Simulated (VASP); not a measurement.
# Te (P6_3/mmc) in VASP: a series of runs, part 2 of 2

VASP 6.6.1.

## 6. Relaxation of cell and atoms, RPBE

This run uses another cell than the first one, of 28.84 Å³/atom.

Input file INCAR:

```
SYSTEM = Te
ALGO = Normal
EDIFF = 1E-6
EDIFFG = -0.01
ENCUT = 600
GGA = RP
IBRION = 2
ISIF = 3
ISMEAR = -1
LASPH = .True.
LCHARG = .False.
LREAL = .False.
LWAVE = .False.
NELM = 100
NSW = 80
PREC = Accurate
SIGMA = 0.1
```

Input file KPOINTS:

```
k-points
0
Gamma
  11 11 6
  0 0 0
```

Input file POSCAR:

```
Te
1.0
    3.4420649897      0.0000000000      0.0000000000
   -1.7210324948      2.9809157225      0.0000000000
    0.0000000000      0.0000000000      5.6208921281
Te
2
Direct
    0.3333333333      0.6666666667      0.2500000000
    0.6666666667      0.3333333333      0.7500000000
```

Potentials or basis: VASP PAW PBE potentials, release 64 (Te).

Run with:

```console
> cat potpaw_PBE.64/Te/POTCAR > POTCAR
> mpirun -np 1 vasp_std > vasp.out
```

OUTCAR:

```text
SYSTEM = Te
   EDIFF = 1E-6
   EDIFFG = -0.01
   ENCUT = 600
   GGA = RP
   IBRION = 2
   ISIF = 3
   ISMEAR = -1
   LASPH = .True.
   LREAL = .False.
   NELM = 100
   NSW = 80
   PREC = Accurate

 ion  position               nearest neighbor table
   1  0.333  0.667  0.250-   2 3.44   2 3.44   2 3.44   2 3.44   2 3.44   2 3.44
   2  0.667  0.333  0.750-   1 3.44   1 3.44   1 3.44   1 3.44   1 3.44   1 3.44

  LATTYP: Found a hexagonal cell.
 ALAT       =     3.4420649897
 C/A-ratio  =     1.6330000000

  Lattice vectors:

 A1 = (   3.4420649897,   0.0000000000,   0.0000000000)
 A2 = (  -1.7210324948,   2.9809157225,   0.0000000000)
 A3 = (   0.0000000000,   0.0000000000,   5.6208921281)

Analysis of symmetry for initial positions (statically):
=====================================================================
 Subroutine PRICEL returns:
 Original cell was already a primitive cell.

 Routine SETGRP: Setting up the symmetry group for a
 hexagonal supercell.

 Subroutine GETGRP returns: Found 24 space group operations
 (whereof 12 operations were pure point group operations)
 out of a pool of 24 trial point group operations.

The static configuration has the point symmetry D_3d.
 The point group associated with its full space group is D_6h.

Analysis of symmetry for dynamics (positions and initial velocities):
=====================================================================
[... 341 lines left out ...]

 number of electron      11.9999999 magnetization

 Free energy of the ion-electron system (eV)
  ---------------------------------------------------
  ext. energy  EPLUGINS =         0.00000000
  ---------------------------------------------------
  free energy    TOTEN  =        -5.18531137 eV

  energy without entropy =       -5.13563541  energy(sigma->0) =       -5.16047339

 E-fermi :   6.4007     XC(G=0):  -9.2643

 val. band max:        6.3725726471   @ k =   0.1818   0.1818   0.0000
 cond. band min:       6.4178636769   @ k =   0.3636   0.0000   0.3333
 fundamental gap:      0.0452910298
 Fermi energy:         6.4006657975

 k-point     1 :       0.0000    0.0000    0.0000
  band No.  band energies     occupation
      1      -6.9706      2.00000
      2      -2.2262      2.00000
      3       2.2146      2.00000
      4       4.5299      2.00000
      5       4.5299      2.00000
      6       7.2119      0.00060
      7       7.2119      0.00060
      8       9.5149      0.00000
      9       9.6817      0.00000
     10      12.3249      0.00000
[... 287 lines left out ...]
 k-point    24 :       0.1818    0.0909    0.1667
  band No.  band energies     occupation
      1      -6.2860      2.00000
      2      -3.1208      2.00000
      3       2.2208      2.00000
      4       3.6430      2.00000
      5       4.8526      2.00000
      6       5.6575      1.99882
      7       7.4039      0.00009
      8       8.2550      0.00000
      9      11.3418      0.00000
     10      12.4282      0.00000

 [... further k-points ...]

------------------------ aborting loop because EDIFF is reached ----------------------------------------

  FORCE on cell =-STRESS in cart. coord.  units (eV):
  Direction    XX          YY          ZZ          XY          YZ          ZX
  --------------------------------------------------------------------------------------
  -------------------------------------------------------------------------------------
  Total       -0.0003482     -0.0003482     -0.0024598     -0.0000000      0.0000000      0.0000000
  in kB       -0.0085655     -0.0085655     -0.0605073     -0.0000000      0.0000000      0.0000000
  external PRESSURE =      -0.0258794 kB  Pullay stress =       0.0000000 kB
[... 17 lines left out ...]
  FREE ENERGIE OF THE ION-ELECTRON SYSTEM (eV)
  ---------------------------------------------------
  free  energy   TOTEN  =        -5.1853113744 eV

  energy  without entropy=       -5.1356354105  energy(sigma->0) =       -5.16047339

 reached required accuracy - stopping structural energy minimisation
```

CONTCAR:

```text
Te
   1.00000000000000
     4.1312391900735737    0.0000000000116273   -0.0000000000000000
    -2.0656195949667051    3.5777580876160222   -0.0000000000000002
     0.0000000000000000    0.0000000000000000    4.4067399549191917
  Te
     2
Direct
     0.3333333332999970    0.6666666667000030    0.2500000000000000
     0.6666666667000030    0.3333333332999970    0.7500000000000000

  0.00000000E+00  0.00000000E+00  0.00000000E+00
  0.00000000E+00  0.00000000E+00  0.00000000E+00
```

It took 3.6 min on 1 thread of Intel Xeon Platinum 8375C at 2.90GHz (Ice Lake), shared host; peak memory 0.22 GiB.

What came out:

| Item | Value |
| --- | --- |
| Free energy | -5.1853 eV |
| Relaxed volume | 32.57 Å³/atom |
| Relaxed cell | a = 4.131 Å, b = 4.131 Å, c = 4.407 Å, α = 90.00°, β = 90.00°, γ = 120.00° |
| Space group after relaxing (to 0.1 Å) | P6_3/mmc (No. 194) |
| Energy gained by relaxing | 252.3 meV/atom |
| Ionic steps | 10 |
| Pressure after relaxing | 0.0 GPa |
| Band gap on the k mesh | zero (bands 6 and 7 overlap by 1.88 eV) |

Step by step:
```csv
step,energy change (eV),largest force (eV/Å),pressure (GPa),volume (Å³)
1,0.0000,0.0000,0.40,57.67
2,-0.0187,0.0000,-0.17,58.26
3,-0.1053,0.0000,-1.20,59.89
4,-0.3470,0.0000,-1.53,62.59
5,-0.4205,0.0000,1.90,65.24
6,-0.5012,0.0000,0.58,64.80
7,-0.5037,0.0000,0.16,64.57
8,-0.5041,0.0000,0.32,64.66
9,-0.4935,0.0000,-1.44,67.49
10,-0.5046,0.0000,0.00,65.13
```

Final structure:
```
Te
1.0
     4.13124    0.00000    0.00000
    -2.06562    3.57776    0.00000
     0.00000    0.00000    4.40674
Te
2
Direct
  0.33333 0.66667 0.25000
  0.66667 0.33333 0.75000
```

Levels at points of the mesh, in eV from the Fermi level:
```csv
k point,band 2,band 3,band 4,band 5,band 6,band 7,band 8,band 9,band 10
"(0.00, 0.00, 0.00)",-8.63,-4.19,-1.87,-1.87,0.81,0.81,3.11,3.28,5.92
"(0.00, 0.00, 0.50)",-11.70,-0.75,-0.75,-0.49,-0.49,-0.49,-0.49,6.42,6.42
```

Caveat: a cell axis changed by over 15 % at a fixed basis, so the end point is rough; the PAW data sets were made with another functional, which shifts forces and pressure a little; spin-orbit coupling is left out, which moves the levels of the heavy elements.

## 7. Overview

| task | cell | k mesh | cutoff (eV) | gap on the mesh (eV) | pressure (GPa) |
| --- | --- | --- | --- | --- | --- |
| single point | a = 3.963, b = 3.963, c = 4.223 Å, angles 90.0, 90.0, 120.0°, 2 atoms | 10 × 10 × 8 | 520 | none | 7.3 |
| single point | a = 4.135, b = 4.135, c = 4.407 Å, angles 90.0, 90.0, 120.0°, 2 atoms | 11 × 11 × 6 | 520 | none | -0.1 |
| single point | a = 4.022, b = 4.022, c = 4.286 Å, angles 90.0, 90.0, 120.0°, 2 atoms | 10 × 10 × 8 | 520 | none | 4.2 |
| single point | a = 4.243, b = 4.243, c = 4.521 Å, angles 90.0, 90.0, 120.0°, 2 atoms | 10 × 10 × 8 | 520 | none | -2.9 |
| relaxation of cell and atoms | relaxed from a = 3.442, b = 3.442, c = 5.621 Å, angles 90.0, 90.0, 120.0°, 2 atoms | 11 × 11 × 6 | 600 | none | 0.0 |

Alike in all rows: level RPBE; potentials or basis VASP PAW PBE potentials, release 64 (Te); no spin polarisation; smearing fermi-dirac 0.1 eV.

Caveats: the PAW data sets were made with another functional, which shifts forces and pressure a little; spin-orbit coupling is left out, which moves the levels of the heavy elements; the cell stands under pressure (at least some runs); a cell axis changed by over 15 % at a fixed basis, so the end point is rough (at least some runs).

Total energies depend on the potentials used, so only differences within one code and one set of settings carry meaning.

The gap in the log of VASP goes by the Fermi energy; the results here count the filled bands.